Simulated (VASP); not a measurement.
# SrO (qlda) (Fm-3m) in VASP: further runs, part 2 of 2

VASP 6.6.1. Earlier steps stand in the parts before.

## Step 4: Relaxation of cell and atoms, LDA

Input file INCAR:

```
SYSTEM = SrO
PREC = Accurate
ENCUT = 600
EDIFF = 1E-6
ISMEAR = 0
SIGMA = 0.01
LREAL = .FALSE.
LASPH = .TRUE.
NELM = 100
ALGO = Normal
ISIF = 3
LWAVE = .FALSE.
LCHARG = .FALSE.
IBRION = 2
NSW = 80
EDIFFG = -0.001
```

Input file KPOINTS:

```
Automatic mesh
0
G
  8 8 8
  0 0 0
```

Input file POSCAR:

```
SrO
1.0
    0.0000000000      2.5323443919      2.5323443919
    2.5323443919      0.0000000000      2.5323443919
    2.5323443919      2.5323443919      0.0000000000
Sr O
1 1
Direct
    0.0000000000      0.0000000000      0.0000000000
    0.5000000000      0.5000000000      0.5000000000
```

Potentials or basis: VASP PAW LDA potentials, release 64 (Sr_sv, O).

Launch:

```console
$ cat potpaw_LDA.64/Sr_sv/POTCAR potpaw_LDA.64/O/POTCAR > POTCAR
$ mpirun -np 1 vasp_std > vasp.out
```

OUTCAR:

```text
SYSTEM = SrO
   PREC = Accurate
   ENCUT = 600
   EDIFF = 1E-6
   ISMEAR = 0
   LREAL = .FALSE.
   LASPH = .TRUE.
   NELM = 100
   ISIF = 3
   IBRION = 2
   NSW = 80
   EDIFFG = -0.001

 ion  position               nearest neighbor table
   1  0.000  0.000  0.000-   2 2.53   2 2.53   2 2.53   2 2.53   2 2.53   2 2.53
   2  0.500  0.500  0.500-   1 2.53   1 2.53   1 2.53   1 2.53   1 2.53   1 2.53

  LATTYP: Found a face centered cubic cell.
 ALAT       =     5.0646887838

  Lattice vectors:

 A1 = (   0.0000000000,   2.5323443919,   2.5323443919)
 A2 = (   2.5323443919,   0.0000000000,   2.5323443919)
 A3 = (   2.5323443919,   2.5323443919,   0.0000000000)

Analysis of symmetry for initial positions (statically):
=====================================================================
 Subroutine PRICEL returns:
 Original cell was already a primitive cell.

 Routine SETGRP: Setting up the symmetry group for a
 face centered cubic supercell.

 Subroutine GETGRP returns: Found 48 space group operations
 (whereof 48 operations were pure point group operations)
 out of a pool of 48 trial point group operations.

The static configuration has the point symmetry O_h .

Analysis of symmetry for dynamics (positions and initial velocities):
=====================================================================
 Subroutine PRICEL returns:
 Original cell was already a primitive cell.

 Routine SETGRP: Setting up the symmetry group for a
 face centered cubic supercell.

 Subroutine GETGRP returns: Found 48 space group operations
 (whereof 48 operations were pure point group operations)
 out of a pool of 48 trial point group operations.

The dynamic configuration has the point symmetry O_h .

 Subroutine INISYM returns: Found 48 space group operations
 (whereof 48 operations are pure point group operations),
 and found     1 'primitive' translations

----------------------------------------------------------------------------------------

[... 135 lines left out ...]

 Free energy of the ion-electron system (eV)
  ---------------------------------------------------
  ext. energy  EPLUGINS =         0.00000000
  ---------------------------------------------------
  free energy    TOTEN  =       -13.38882415 eV

  energy without entropy =      -13.38882415  energy(sigma->0) =      -13.38882415

------------------------ aborting loop because EDIFF is reached ----------------------------------------

  FORCE on cell =-STRESS in cart. coord.  units (eV):
  Direction    XX          YY          ZZ          XY          YZ          ZX
  --------------------------------------------------------------------------------------
  -------------------------------------------------------------------------------------
  Total        0.1477350      0.1477350      0.1477350      0.0000000      0.0000000     -0.0000000
  in kB        7.2877887      7.2877887      7.2877887      0.0000000      0.0000000     -0.0000000
  external PRESSURE =       7.2877887 kB  Pullay stress =       0.0000000 kB
[... 59 lines left out ...]
--------------------------------------- Ionic step        3  -------------------------------------------

 number of electron      15.9999998 magnetization

 Free energy of the ion-electron system (eV)
  ---------------------------------------------------
  ext. energy  EPLUGINS =         0.00000000
  ---------------------------------------------------
  free energy    TOTEN  =       -13.38930365 eV

  energy without entropy =      -13.38930365  energy(sigma->0) =      -13.38930365

 E-fermi :   1.5775     XC(G=0): -10.7107

 val. band max:        1.5353878234   @ k =   0.0000   0.0000   0.0000
 cond. band min:       4.6030103905   @ k =   0.5000   0.5000   0.0000
 fundamental gap:      3.0676225671
 Fermi energy:         1.5775164547

 k-point     1 :       0.0000    0.0000    0.0000
  band No.  band energies     occupation
      1     -30.4217      2.00000
      2     -13.2742      2.00000
      3     -12.1029      2.00000
      4     -12.1029      2.00000
      5     -12.1029      2.00000
      6       1.5354      2.00000
      7       1.5354      2.00000
      8       1.5354      2.00000
      9       5.6171      0.00000
     10       7.7204      0.00000
     11       7.7204      0.00000
     12       7.7204      0.00000
[... 331 lines left out ...]
 k-point    24 :      -0.3750    0.2500    0.1250
  band No.  band energies     occupation
      1     -30.2235      2.00000
      2     -14.6287      2.00000
      3     -12.5646      2.00000
      4     -12.3740      2.00000
      5     -11.1907      2.00000
      6      -0.1352      2.00000
      7       0.6208      2.00000
      8       0.7205      2.00000
      9       7.9260      0.00000
     10       8.2919      0.00000
     11      11.1333      0.00000
     12      11.2407      0.00000

 [... further k-points ...]

------------------------ aborting loop because EDIFF is reached ----------------------------------------

  FORCE on cell =-STRESS in cart. coord.  units (eV):
  Direction    XX          YY          ZZ          XY          YZ          ZX
  --------------------------------------------------------------------------------------
  -------------------------------------------------------------------------------------
  Total        0.0007185      0.0007185      0.0007185      0.0000000      0.0000000     -0.0000000
  in kB        0.0352081      0.0352081      0.0352081      0.0000000      0.0000000     -0.0000000
  external PRESSURE =       0.0352081 kB  Pullay stress =       0.0000000 kB
[... 17 lines left out ...]
  FREE ENERGIE OF THE ION-ELECTRON SYSTEM (eV)
  ---------------------------------------------------
  free  energy   TOTEN  =       -13.3893036464 eV

  energy  without entropy=      -13.3893036464  energy(sigma->0) =      -13.38930365

 reached required accuracy - stopping structural energy minimisation
```

OSZICAR:

```text
N       E                     dE             d eps       ncg     rms          rms(c)
DAV:   1     0.823847958651E+02    0.82385E+02   -0.97022E+03   696   0.149E+03
[... 21 lines left out ...]
       N       E                     dE             d eps       ncg     rms          rms(c)
DAV:   1    -0.133911247406E+02   -0.19871E-02   -0.39577E-02   812   0.197E+00    0.449E-01
DAV:   2    -0.133896414311E+02    0.14833E-02   -0.65461E-03   772   0.722E-01    0.118E-01
DAV:   3    -0.133893299898E+02    0.31144E-03   -0.75154E-04   896   0.306E-01    0.122E-01
DAV:   4    -0.133892815411E+02    0.48449E-04   -0.37339E-04  1072   0.151E-01    0.905E-02
DAV:   5    -0.133892990403E+02   -0.17499E-04   -0.16760E-05   872   0.402E-02    0.251E-02
DAV:   6    -0.133893035682E+02   -0.45279E-05   -0.26771E-05  1120   0.353E-02    0.771E-03
DAV:   7    -0.133893036464E+02   -0.78234E-07   -0.24105E-07   440   0.573E-03
   3 F= -.13389304E+02 E0= -.13389304E+02  d E =-.479499E-03
```

CONTCAR:

```text
SrO
   1.00000000000000
     0.0000000000000000    2.5379503558049654    2.5379503558049654
     2.5379503558049654    0.0000000000000000    2.5379503558049654
     2.5379503558049654    2.5379503558049654   -0.0000000000000000
  Sr              O
     1     1
Direct
     0.0000000000000000    0.0000000000000000    0.0000000000000000
     0.5000000000000000    0.5000000000000000    0.5000000000000000

  0.00000000E+00  0.00000000E+00  0.00000000E+00
  0.00000000E+00  0.00000000E+00  0.00000000E+00
```

Wall time 23 s (1 thread of Intel Xeon Platinum 8488C (Sapphire Rapids), shared host); peak memory 0.16 GiB.

Results:

| Item | Value |
| --- | --- |
| Free energy | -13.3893 eV |
| Relaxed volume | 16.35 Å³/atom |
| Relaxed cell | a = 3.589 Å, b = 3.589 Å, c = 3.589 Å, α = 60.00°, β = 60.00°, γ = 60.00° |
| Space group after relaxing (to 0.05 Å) | Fm-3m (No. 225) |
| Energy gained by relaxing | 0.2 meV/atom |
| Ionic steps | 3 |
| Pressure after relaxing | 0.0 GPa |
| Band gap on the k mesh | 3.07 eV, indirect (least direct gap 3.12 eV) |

Step by step:
```csv
step,energy change (eV),largest force (eV/Å),pressure (GPa),volume (Å³)
1,0.0000,0.0000,0.73,32.48
2,-0.0003,0.0000,-0.40,32.83
3,-0.0005,0.0000,0.00,32.69
```

Final structure:
```cif
data_structure
_symmetry_space_group_name_H-M 'P 1'
_symmetry_Int_Tables_number 1
_cell_length_a 3.5892
_cell_length_b 3.5892
_cell_length_c 3.5892
_cell_angle_alpha 60.000
_cell_angle_beta 60.000
_cell_angle_gamma 60.000
_cell_volume 32.69
loop_
_atom_site_label
_atom_site_type_symbol
_atom_site_fract_x
_atom_site_fract_y
_atom_site_fract_z
_atom_site_occupancy
Sr1 Sr 0.00000 0.00000 0.00000 1
O1 O 0.50000 0.50000 0.50000 1
```

A k mesh can miss the band edges. LDA gaps usually lie below the measured ones, often by a third to a half.

## Step 5: The runs side by side

```csv
task,cell,k mesh,cutoff (eV),smearing,gap on the mesh (eV),pressure (GPa)
single point,"a = 3.581 Å, angles 60.0°, 2 atoms",6 × 6 × 6,520,gaussian 0.02 eV,3.06,0.8
single point,"a = 3.581 Å, angles 60.0°, 2 atoms",8 × 8 × 8,520,gaussian 0.01 eV,3.06,0.8
relaxation of cell and atoms,"relaxed from a = 3.581 Å, angles 60.0°, 2 atoms",8 × 8 × 8,600,gaussian 0.01 eV,3.07,0.0
```

Alike in all rows: level LDA; potentials or basis VASP PAW LDA potentials, release 64 (Sr_sv, O); no spin polarisation.

Total energies depend on the potentials used, so only differences within one code and one set of settings carry meaning.
